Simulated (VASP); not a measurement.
# SnO (P1) in VASP: relaxation of cell and atoms with PBEsol

Aim: the relaxation of cell and atoms of SnO with PBEsol.

Program: VASP 6.6.1. These are calculated values, not measurements. Logs are shortened: lines on timing, memory, paths and dates and some standing lists are left out, and cuts for length are marked.

**1. The cell of the first run**

The typed cell holds 8 atoms: a = 3.838 Å, b = 7.601 Å, c = 4.739 Å, α = 90.02°, β = 90.18°, γ = 89.80°.

**2. Relaxation of cell and atoms, PBEsol**

INCAR reads:

```
SYSTEM = SnO
  ALGO = Normal
  EDIFF = 1E-7
  EDIFFG = -0.01
  ENCUT = 600
  GGA = PS
  IBRION = 2
  ISIF = 3
  ISMEAR = -1
  LASPH = .True.
  LCHARG = .False.
  LREAL = .False.
  LWAVE = .False.
  NELM = 100
  NSW = 100
  PREC = Accurate
  SIGMA = 0.05
```

KPOINTS reads:

```
k-points
0
Gamma
  4 2 4
  0 0 0
```

POSCAR reads:

```
SnO
1.0
    3.8382513944      0.0065266425     -0.0061054989
    0.0130532851      7.6008495235     -0.0012469823
   -0.0076171932     -0.0007778648      4.7390118766
Sn O
4 4
Direct
   -0.0041355520      0.2506718701      0.2459893677
    0.4948887707      0.0021395286      0.7510287083
    0.0236993188      0.7609936464      0.2469224780
    0.5222032139      0.5181035804      0.7619711011
    0.5179313102      0.2509666453     -0.0078039692
   -0.0028774163      0.0105706644      0.0073744073
    0.5011415008      0.7641271726      0.0072980328
    0.0139878064      0.5079814360     -0.0044707906
```

Potentials or basis: VASP PAW PBE potentials, release 64 (Sn_d, O).

Started as:

```sh
$ cat potpaw_PBE.64/Sn_d/POTCAR potpaw_PBE.64/O/POTCAR > POTCAR
$ mpirun -np 1 vasp_std > vasp.out
```

OUTCAR:

```text
SYSTEM = SnO
   EDIFF = 1E-7
   EDIFFG = -0.01
   ENCUT = 600
   GGA = PS
   IBRION = 2
   ISIF = 3
   ISMEAR = -1
   LASPH = .True.
   LREAL = .False.
   NELM = 100
   NSW = 100
   PREC = Accurate

 ion  position               nearest neighbor table
   1  0.996  0.251  0.246-   6 2.15   5 2.19   8 2.29   5 2.34   4 3.56   2 3.57   2 3.57   2 3.59
                             2 3.61   4 3.66   4 3.68   3 3.72
   2  0.495  0.002  0.751-   7 2.18   5 2.21   6 2.27   6 2.28   3 3.49   3 3.51   1 3.57   1 3.57
                             1 3.59   3 3.60   1 3.61   3 3.63   4 3.68
   3  0.024  0.761  0.247-   7 2.16   6 2.21   8 2.26   7 2.30   2 3.49   2 3.51   4 3.51   4 3.52
                             2 3.60   4 3.60   4 3.62   2 3.63   1 3.72
   4  0.522  0.518  0.762-   8 2.19   7 2.20   8 2.25   5 2.31   3 3.51   3 3.52   1 3.56   3 3.60
                             3 3.62   1 3.66   1 3.68   2 3.68
   5  0.518  0.251  0.992-   1 2.19   2 2.21   4 2.31   1 2.34
   6  0.997  0.011  0.007-   1 2.15   3 2.21   2 2.27   2 2.28
   7  0.501  0.764  0.007-   3 2.16   2 2.18   4 2.20   3 2.30
   8  0.014  0.508  0.996-   4 2.19   4 2.25   3 2.26   1 2.29

  LATTYP: Found a triclinic cell.
 ALAT       =     3.8382617994
 B/A-ratio  =     1.9802872320
 C/A-ratio  =     1.2346781720
 COS(alpha) =     0.0003309584
 COS(beta)  =     0.0031983021
 COS(gamma) =     0.0034180130

  Lattice vectors:

 A1 = (  -3.8382513944,  -0.0065266425,   0.0061054989)
 A2 = (  -0.0130532851,  -7.6008495235,   0.0012469823)
 A3 = (  -0.0076171932,  -0.0007778648,   4.7390118766)

Analysis of symmetry for initial positions (statically):
=====================================================================
 Subroutine PRICEL returns:
 Original cell was already a primitive cell.

 Routine SETGRP: Setting up the symmetry group for a
 triclinic supercell.

 Subroutine GETGRP returns: Found  1 space group operations
 (whereof  1 operations were pure point group operations)
 out of a pool of  2 trial point group operations.

The static configuration has the point symmetry C_1 .

Analysis of symmetry for dynamics (positions and initial velocities):
=====================================================================
 Subroutine PRICEL returns:
 Original cell was already a primitive cell.

 Routine SETGRP: Setting up the symmetry group for a
 triclinic supercell.

 Subroutine GETGRP returns: Found  1 space group operations
 (whereof  1 operations were pure point group operations)
 out of a pool of  2 trial point group operations.

The dynamic configuration has the point symmetry C_1 .

 Subroutine INISYM returns: Found  1 space group operations
 (whereof  1 operations are pure point group operations),
 and found     1 'primitive' translations

----------------------------------------------------------------------------------------

                                     Primitive cell

  volume of cell :     138.2550

  direct lattice vectors                    reciprocal lattice vectors
     3.838251394  0.006526642 -0.006105499     0.260536732 -0.000447363  0.000418697
     0.013053285  7.600849523 -0.001246982    -0.000223681  0.131564629  0.000021236
    -0.007617193 -0.000777865  4.739011877     0.000335603  0.000034042  0.211014998

  length of vectors
     3.838261799  7.600860834  4.739018062     0.260537453  0.131564821  0.211015268

  position of ions in fractional coordinates (direct lattice)
     0.995864448  0.250671870  0.245989368
     0.494888771  0.002139529  0.751028708
     0.023699319  0.760993646  0.246922478
     0.522203214  0.518103580  0.761971101
     0.517931310  0.250966645  0.992196031
     0.997122584  0.010570664  0.007374407
     0.501141501  0.764127173  0.007298033
     0.013987806  0.507981436  0.995529209

  ion indices of the primitive-cell ions
   primitive index   ion index
                 1           1
                 2           2
                 3           3
                 4           4
                 5           5
                 6           6
                 7           7
                 8           8

----------------------------------------------------------------------------------------

 KPOINTS: k-points

Automatic generation of k-mesh.
 Grid dimensions read from file:
 generate k-points for:    4    2    4

 Generating k-lattice:

  Cartesian coordinates                     Fractional coordinates (reciprocal lattice)
     0.065134183 -0.000111841  0.000104674     0.250000000  0.000000000  0.000000000
    -0.000111841  0.065782314  0.000010618    -0.000000000  0.500000000  0.000000000
     0.000083901  0.000008511  0.052753750     0.000000000  0.000000000  0.250000000

  Length of vectors
     0.065134363  0.065782410  0.052753817

  Shift w.r.t. Gamma in fractional coordinates (k-lattice)
     0.000000000  0.000000000  0.000000000

 Subroutine IBZKPT returns following result:
 ===========================================

 Found     20 irreducible k-points:

 Following reciprocal coordinates:
            Coordinates               Weight
  0.000000  0.000000  0.000000      1.000000
  0.250000  0.000000  0.000000      2.000000
  0.500000  0.000000  0.000000      1.000000
 -0.000000  0.500000  0.000000      1.000000
  0.250000  0.500000  0.000000      2.000000
  0.500000  0.500000  0.000000      1.000000
[... 12 lines left out ...]
  0.250000  0.500000  0.500000      2.000000
  0.500000  0.500000  0.500000      1.000000
   k-points           NKPTS =     20   k-points in BZ     NKDIM =     20   number of bands    NBANDS=     48
   number of dos      NEDOS =    301   number of ions     NIONS =      8
   total plane-waves  NPLWV =  81920
   dimension x,y,z NGX =    32 NGY =   64 NGZ =   40
   dimension x,y,z NGXF=    64 NGYF=  128 NGZF=   80
   ions per type =               4   4
   NGX,Y,Z   is equivalent  to a cutoff of  13.86, 14.00, 14.03 a.u.
   NGXF,Y,Z  is equivalent  to a cutoff of  27.72, 28.00, 28.06 a.u.
 SYSTEM =  SnO
   PREC   = accura    normal or accurate (medium, high low for compatibility)
   ISTART =      0    job   : 0-new  1-cont  2-samecut
   ICHARG =      2    charge: 1-file 2-atom 10-const
   ISPIN  =      1    spin polarized calculation?
   LNONCOLLINEAR =      F non collinear calculations
   LSORBIT =      F    spin-orbit coupling
   LASPH  =      T    aspherical Exc in radial PAW
   ENCUT  =  600.0 eV  44.10 Ry    6.64 a.u.   7.67 15.18  9.46*2*pi/ulx,y,z
   NELM   =    100;   NELMIN=  2; NELMDL= -5     # of ELM steps
   EDIFF  = 0.1E-06   stopping-criterion for ELM
   LREAL  =      F    real-space projection
   EDIFFG = -.1E-01   stopping-criterion for IOM
   NSW    =    100    number of steps for IOM
   IBRION =      2    ionic relax: 0-MD 1-quasi-New 2-CG
   NFREE  =      1    steps in history (QN), initial steepest desc. (CG)
   ISIF   =      3    stress and relaxation
   ISYM   =      2    0-nonsym 1-usesym 2-fastsym
   POTIM  = 0.5000    time-step for ionic-motion
   TEBEG  =    0.0;   TEEND  =   0.0 temperature during run
   PSTRESS=    0.0 pullay stress
   NELECT =      80.0000    total number of electrons
   NUPDOWN=      -1.0000    fix difference up-down
   EMIN   =  10.00;   EMAX   =-10.00  energy-range for DOS
   EFERMI =   0.00;   METHOD = LEGACY
   ISMEAR =    -1;   SIGMA  =   0.05  broadening in eV -4-tet -1-fermi 0-gaus
   EFERMI_NEDOS =   21; number of points for ismear=-14 and -15
   IALGO  =     38    algorithm
   IMIX   =      4    mixing-type and parameters
     AMIX     =   0.40;   BMIX     =  1.00
     AMIX_MAG =   1.60;   BMIX_MAG =  1.00
  volume/ion in A,a.u.               =      17.28       116.62
  Fermi-wavevector in a.u.,A,eV,Ry     =   1.364199  2.577963 25.320985  1.861040
  Thomas-Fermi vector in A             =   2.490536
   LORBIT       =      0    0 simple, 1 ext, 2 COOP (PROOUT), +10 PAW based schemes
   GGA     = PS    functional components
   LHFCALC =     F    Hartree Fock is set to
   AEXX    =    0.0000 exact exchange contribution
   IVDW    =     0    specifies the selected vdW correction
   LEPSILON=     F    determine dielectric tensor
   LRPA    =     F    only Hartree local field effects (RPA)
 conjugate gradient relaxation of ions
 non-spin polarized calculation
  energy-cutoff  :      600.00
  volume of cell :      138.26
 maximum number of plane-waves:      4639
 NGX is ok and might be reduce to    32
   NGX = 15   NGY = 31   NGZ = 19

--------------------------------------- Ionic step        1  -------------------------------------------

 number of electron      79.9999993 magnetization

 Free energy of the ion-electron system (eV)
  ---------------------------------------------------
  ext. energy  EPLUGINS =         0.00000000
  ---------------------------------------------------
  free energy    TOTEN  =       -48.28676558 eV

  energy without entropy =      -48.28118668  energy(sigma->0) =      -48.28397613

------------------------ aborting loop because EDIFF is reached ----------------------------------------

  FORCE on cell =-STRESS in cart. coord.  units (eV):
  Direction    XX          YY          ZZ          XY          YZ          ZX
  --------------------------------------------------------------------------------------
  -------------------------------------------------------------------------------------
  Total       -1.0425367     -0.4597004     -0.3505450     -0.3392017      0.3890699      0.1307454
  in kB      -12.0815034     -5.3272679     -4.0623136     -3.9308611      4.5087617      1.5151520
  external PRESSURE =      -7.1570283 kB  Pullay stress =       0.0000000 kB
[... 107 lines left out ...]
  FREE ENERGIE OF THE ION-ELECTRON SYSTEM (eV)
  ---------------------------------------------------
  free  energy   TOTEN  =       -48.4042605784 eV

  energy  without entropy=      -48.3993595902  energy(sigma->0) =      -48.40181008

[... ionic steps 4 to 18 ...]

--------------------------------------- Ionic step       19  -------------------------------------------

 number of electron      80.0000003 magnetization

------------------------ aborting loop because EDIFF is reached ----------------------------------------

  FORCE on cell =-STRESS in cart. coord.  units (eV):
  Direction    XX          YY          ZZ          XY          YZ          ZX
  --------------------------------------------------------------------------------------
  -------------------------------------------------------------------------------------
  Total        0.0248796      0.0382469      0.0380410     -0.0000288      0.0015097     -0.0002078
  in kB        0.2941163      0.4521399      0.4497059     -0.0003404      0.0178475     -0.0024563
  external PRESSURE =       0.3986540 kB  Pullay stress =       0.0000000 kB
[... 69 lines left out ...]
  energy  without entropy=      -48.4286020714  energy(sigma->0) =      -48.43100105

--------------------------------------- Ionic step       21  -------------------------------------------

 number of electron      80.0000003 magnetization

 Free energy of the ion-electron system (eV)
  ---------------------------------------------------
  ext. energy  EPLUGINS =         0.00000000
  ---------------------------------------------------
  free energy    TOTEN  =       -48.43341720 eV

  energy without entropy =      -48.42862117  energy(sigma->0) =      -48.43101919

 E-fermi :   7.1679     XC(G=0): -10.6856

 val. band max:        7.1675437292   @ k =   0.5000   0.0000   0.0000
 cond. band min:       7.4048162851   @ k =   0.0000   0.0000   0.0000
 fundamental gap:      0.2372725559
 Fermi energy:         7.1679001978

 k-point     1 :       0.0000    0.0000    0.0000
  band No.  band energies     occupation
      1     -14.5562      2.00000
      2     -14.4231      2.00000
      3     -14.4230      2.00000
      4     -14.1237      2.00000
      5     -14.1235      2.00000
      6     -14.1103      2.00000
[... 1044 lines left out ...]
  FREE ENERGIE OF THE ION-ELECTRON SYSTEM (eV)
  ---------------------------------------------------
  free  energy   TOTEN  =       -48.4334172041 eV

  energy  without entropy=      -48.4286211681  energy(sigma->0) =      -48.43101919

 reached required accuracy - stopping structural energy minimisation
```

Run time: 28 min. Hardware: 1 thread of Intel Xeon Platinum 8259CL at 2.50GHz (Skylake/Cascade Lake), shared host; peak memory 0.36 GiB.

What came out:

- Free energy: -48.4334 eV
- Relaxed volume: 16.95 Å³/atom
- Relaxed cell: a = 3.797 Å, b = 7.587 Å, c = 4.707 Å, α = 90.01°, β = 90.00°, γ = 89.99°
- Space group after relaxing (to 0.1 Å): P4/nmm (No. 129)
- Energy gained by relaxing: 18.3 meV/atom
- Ionic steps: 21
- Pressure after relaxing: 0.0 GPa
- Largest force after relaxing: 0.006 eV/Å
- Band gap on the k mesh: zero (bands 40 and 41 overlap by 0.24 eV)

Forces in eV/Å, atoms in the order of the input:
```
Sn   0.002  0.000 -0.004
Sn   0.001 -0.005  0.004
Sn  -0.001  0.001 -0.004
Sn   0.000  0.002  0.002
O   -0.003  0.001  0.002
O    0.001  0.000  0.002
O    0.002  0.005 -0.002
O   -0.001 -0.005  0.000
```

The path:
| step | energy change (eV) | largest force (eV/Å) | pressure (GPa) | volume (Å³) |
| --- | --- | --- | --- | --- |
| 1 | 0.0000 | 0.7831 | -0.72 | 138.26 |
| 2 | -0.1005 | 0.3725 | 0.06 | 136.71 |
| 3 | -0.1175 | 0.2875 | 0.73 | 135.74 |
| 4 | -0.1307 | 0.2593 | -0.90 | 137.06 |
| 5 | -0.1312 | 0.2123 | -0.65 | 136.85 |
| 6 | -0.1404 | 0.0894 | 0.00 | 135.97 |
| 7 | -0.1407 | 0.0966 | 0.12 | 135.80 |
| 8 | -0.1431 | 0.0796 | -0.03 | 135.91 |
| 9 | -0.1443 | 0.0955 | -0.24 | 136.03 |
| 10 | -0.1455 | 0.0797 | 0.18 | 135.51 |
| 11 | -0.1456 | 0.0773 | 0.16 | 135.54 |
| 12 | -0.1462 | 0.0308 | -0.02 | 135.63 |
| 13 | -0.1462 | 0.0308 | -0.02 | 135.63 |
| 14 | -0.1464 | 0.0195 | -0.01 | 135.59 |
| 15 | -0.1465 | 0.0140 | 0.00 | 135.56 |
| 16 | -0.1465 | 0.0177 | 0.01 | 135.55 |
| 17 | -0.1466 | 0.0125 | 0.00 | 135.57 |
| 18 | -0.1466 | 0.0111 | -0.02 | 135.58 |
| 19 | -0.1466 | 0.0106 | 0.04 | 135.53 |
| 20 | -0.1466 | 0.0104 | 0.04 | 135.53 |
| 21 | -0.1467 | 0.0058 | -0.02 | 135.59 |

Final structure:
```yaml
crystal:
  lattice:
    - [3.79711, 0.00020, 0.00002]
    - [0.00061, 7.58660, -0.00084]
    - [-0.00001, -0.00046, 4.70684]
  atoms:
    - { symbol: Sn, position: [0.00829, 0.25821, 0.24818] }
    - { symbol: Sn, position: [0.50829, 0.00820, 0.75385] }
    - { symbol: Sn, position: [0.00840, 0.75821, 0.24824] }
    - { symbol: Sn, position: [0.50840, 0.50817, 0.75392] }
    - { symbol: O, position: [0.50842, 0.25819, 0.00115] }
    - { symbol: O, position: [0.00832, 0.00819, 0.00078] }
    - { symbol: O, position: [0.50833, 0.75815, 0.00131] }
    - { symbol: O, position: [0.00840, 0.50825, 0.00087] }
```

Levels at points of the mesh, in eV from the Fermi level:
| k point | band 37 | band 38 | band 39 | band 40 | band 41 | band 42 | band 43 | band 44 |
| --- | --- | --- | --- | --- | --- | --- | --- | --- |
| (0.00, 0.00, 0.00) | -2.94 | -2.64 | -2.63 | 0.24 | 2.43 | 3.51 | 3.52 | 4.67 |
| (0.50, 0.00, 0.00) | -2.28 | -2.28 | -1.71 | -1.71 | 0.00 | 0.00 | 3.52 | 3.52 |
| (0.00, 0.50, 0.00) | -3.39 | -3.39 | -0.31 | -0.31 | 2.93 | 2.93 | 3.76 | 3.76 |
| (0.50, 0.50, 0.00) | -2.28 | -2.28 | -2.28 | -2.28 | 2.01 | 2.02 | 2.02 | 2.02 |
| (0.00, 0.00, 0.50) | -2.69 | -2.04 | -1.56 | -1.55 | 1.87 | 2.88 | 2.89 | 2.91 |
| (0.50, 0.00, 0.50) | -2.28 | -2.28 | -1.56 | -1.55 | 2.42 | 2.42 | 2.91 | 2.91 |
| (0.00, 0.50, 0.50) | -1.87 | -1.87 | -1.25 | -1.25 | 1.44 | 1.44 | 3.10 | 3.11 |
| (0.50, 0.50, 0.50) | -1.99 | -1.99 | -1.99 | -1.99 | 2.99 | 2.99 | 2.99 | 3.00 |

Caveat: the k points lie up to 0.41 Å⁻¹ apart in the final cell; semilocal functionals underestimate gaps, so a narrow gap can read as zero; the PAW data sets were made with another functional, which shifts forces and pressure a little; spin-orbit coupling is left out, which moves the levels of the heavy elements.
